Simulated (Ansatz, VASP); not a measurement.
**One calculation of BaS, two programs**

POSCAR

```
BaS
1.0
   -0.0782072295      3.2117958739      3.2117958739
    3.2117958739     -0.0782072295      3.2117958739
    3.1335886444      3.1335886444      0.0000000000
Ba S
1 1
Direct
    0.0000000000      0.0000000000      0.0000000000
    0.5000000000      0.5000000000      0.5000000000
```

File INCAR.step1:

```
ALGO = Normal
EDIFF = 1E-4
ENCUT = 520
GGA = PE
ISMEAR = 0
LASPH = T
LCHARG = F
LREAL = F
LWAVE = T
NBANDS = 15
NELM = 60
PREC = Accurate
SIGMA = 0.01
```

Contents of INCAR.step2:

```
ALGO = Normal
EDIFF = 1E-6
ENCUT = 520
ISIF = 2
ISMEAR = 0
ISTART = 1
LASPH = T
LCHARG = F
LMIXTAU = T
LREAL = F
LWAVE = F
METAGGA = R2SCAN
NBANDS = 15
NELM = 60
PREC = Accurate
SIGMA = 0.01
```

The input KPOINTS:

```
k-points
0
Gamma
  8 8 8
```

Input for Ansatz:

```yaml
crystal:
  lattice:
    - [-0.0782072295, 3.2117958739, 3.2117958739]
    - [3.2117958739, -0.0782072295, 3.2117958739]
    - [3.1335886444, 3.1335886444, 0.0]
  atoms:
    - { symbol: Ba, position: [0.0, 0.0, 0.0] }
    - { symbol: S, position: [0.5, 0.5, 0.5] }
kpoints:
  mp_grid: { grid: [8, 8, 8] }
  band_path:
    path:
      - [0.0, 0.0, 0.0]
      - [0.5, 0.0, 0.5]
      - [0.625, 0.25, 0.625]
      - [0.375, 0.375, 0.75]
      - [0.5, 0.5, 0.5]
      - [0.5, 0.25, 0.75]
      - [0.5, 0.5, 0.0]
    npoints: 1
hamiltonian:
  xc: r2scan
scf:
  occupations: { method: fixed }
  n_extra_bands: 4
output:
  forces: true
  stress: true
  eigenvalues: true
  write_density: true
  write_potential: true
  elf: true
  volumetric_format: npy
```

Change from the starting cell: shear_xy strain -4.9%.

Alike in both runs: task single point; functional r2SCAN; k mesh 8 × 8 × 8; no spin polarisation.

|  | VASP | Ansatz |
| --- | --- | --- |
| version | VASP 6.6.1 | Ansatz 0.2.0 |
| potentials or method | VASP PAW PBE potentials, release 64 (Ba_sv, S) | plane waves, PAW |
| plane-wave cutoff (eV) | 520 | 500 |
| occupations | gaussian, width 0.01 eV | fixed |
| valence electrons in the cell | 16 | 16 |

Ansatz gave:

- gap on the k mesh at the Fermi level (eV): 2.50
- pressure (GPa): 0.0
- traceless stress, the component that is largest in VASP (GPa): 0.93

Question: What did VASP give for the same quantities?

Answer: gap on the k mesh at the Fermi level (eV): 2.42; pressure (GPa): 0.6; traceless stress, the component that is largest in VASP (GPa): 0.93.

VASP's potentials were made for PBE, not for r2SCAN.

Spin-orbit coupling is off throughout.
